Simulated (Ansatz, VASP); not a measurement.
# BeTe in VASP and in Ansatz

File INCAR:

```
SYSTEM = BeTe
PREC     = Accurate       ! precision mode
ENCUT    = 520            ! plane-wave cutoff, eV
EDIFF    = 1E-6           ! SCF threshold, eV
ISMEAR   = 0              ! smearing method
SIGMA    = 0.01           ! smearing width, eV
LREAL    = .FALSE.        ! projectors in reciprocal space
LASPH    = .TRUE.         ! aspherical terms in the spheres
NELM     = 100            ! most SCF steps
ALGO     = Normal         ! electronic algorithm
ISIF     = 2              ! what is computed and relaxed
LWAVE    = .FALSE.        ! write WAVECAR
LCHARG   = .TRUE.         ! write CHGCAR
GGA      = PE             ! functional
LELF     = .TRUE.         ! ELF
LVHAR    = .TRUE.       
NBANDS   = 11             ! bands
```

File KPOINTS:

```
Automatic mesh
0
G
  6 6 6
  0 0 0
```

The input POSCAR:

```
BeTe
1.0
    0.0000000000      2.8874154087      2.8874154087
    2.8874154087      0.0000000000      2.8874154087
    2.8874154087      2.8874154087      0.0000000000
Be Te
1 1
Direct
    0.0000000000      0.0000000000      0.0000000000
    0.2500000000      0.2500000000      0.2500000000
```

Input for Ansatz:

```yaml
crystal:
  lattice:
    - [0.0, 2.8874154087, 2.8874154087]
    - [2.8874154087, 0.0, 2.8874154087]
    - [2.8874154087, 2.8874154087, 0.0]
  atoms:
    - { symbol: Be, position: [0.0, 0.0, 0.0] }
    - { symbol: Te, position: [0.25, 0.25, 0.25] }
kpoints:
  mp_grid: { grid: [6, 6, 6] }
hamiltonian:
  xc: pbe
scf:
  occupations: { method: fixed }
  n_extra_bands: 4
output:
  forces: true
  stress: true
  eigenvalues: true
```

Alike in both runs: task single point; functional PBE; k mesh 6 × 6 × 6; no spin polarisation.

```csv
,VASP,Ansatz
version,VASP 6.6.1,Ansatz 0.2.0
potentials or method,"VASP PAW PBE potentials, release 64 (Be, Te)","plane waves, PAW"
plane-wave cutoff (eV),520,420
occupations,"gaussian, width 0.01 eV",fixed
valence electrons in the cell,8,18
```

```csv
,VASP,Ansatz,Ansatz less VASP
gap on the k mesh at the Fermi level (eV),2.15,2.16,+0.012
pressure (GPa),-2.8,-2.9,-0.10
```

VASP's potentials hold 8 valence electrons a cell and Ansatz's 18, so a difference there can come from the potentials and not from the codes.

Neither program's run includes spin-orbit coupling.
